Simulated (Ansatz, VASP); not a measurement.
## Mo in VASP and in Ansatz

INCAR

```
SYSTEM = Mo
  PREC = Accurate
  ENCUT = 520
  EDIFF = 1E-6
  ISMEAR = 0
  SIGMA = 0.15
  LREAL = .FALSE.
  LASPH = .TRUE.
  NELM = 100
  ALGO = Fast
  ISIF = 2
  LWAVE = .FALSE.
  LCHARG = .FALSE.
  GGA = PE
  NBANDS = 13
```

KPOINTS

```
Automatic mesh
0
G
  22 22 22
  0 0 0
```

POSCAR

```
Mo
1.0
   -1.5710000000      1.6181300000      1.5710000000
    1.5710000000     -1.6181300000      1.5710000000
    1.5710000000      1.6181300000     -1.5710000000
Mo
1
Direct
    0.0000000000      0.0000000000      0.0000000000
```

Input for Ansatz:

```yaml
crystal:
  lattice:
    - [-1.571, 1.61813, 1.571]
    - [1.571, -1.61813, 1.571]
    - [1.571, 1.61813, -1.571]
  atoms:
    - { symbol: Mo, position: [0.0, 0.0, 0.0] }
basis:
  ecutwfc: 420
kpoints:
  mp_grid: { grid: [22, 22, 22] }
hamiltonian:
  xc: pbe
scf:
  occupations: { method: gaussian, width: 0.15 }
output:
  forces: true
  stress: true
  eigenvalues: true
```

Change from the starting cell: strain +0.0300 x Voigt [0, 1, 0, 0, 0, 0], atoms carried along.

Alike in both runs: task single point; functional PBE; k mesh 22 × 22 × 22; occupations gaussian, width 0.15 eV; no spin polarisation.

```csv
,VASP,Ansatz
version,VASP 6.6.1,Ansatz 0.2.0
potentials or method,"VASP PAW PBE potentials, release 64 (Mo_sv), cutoff 520 eV","scalar-relativistic, plane waves, PAW"
valence electrons in the cell,14,14
```

VASP gave:

| Item | Value |
| --- | --- |
| gap on the k mesh at the Fermi level (eV) | none |
| pressure (GPa) | -2.3 |
| traceless stress, the component that is largest in VASP (GPa) | -5.57 |

Question: What did Ansatz give for the same quantities?

Answer: gap on the k mesh at the Fermi level (eV): none; pressure (GPa): -2.8; traceless stress, the component that is largest in VASP (GPa): -5.57.

A gap of «none» marks a metal or a gap that the smearing closes.
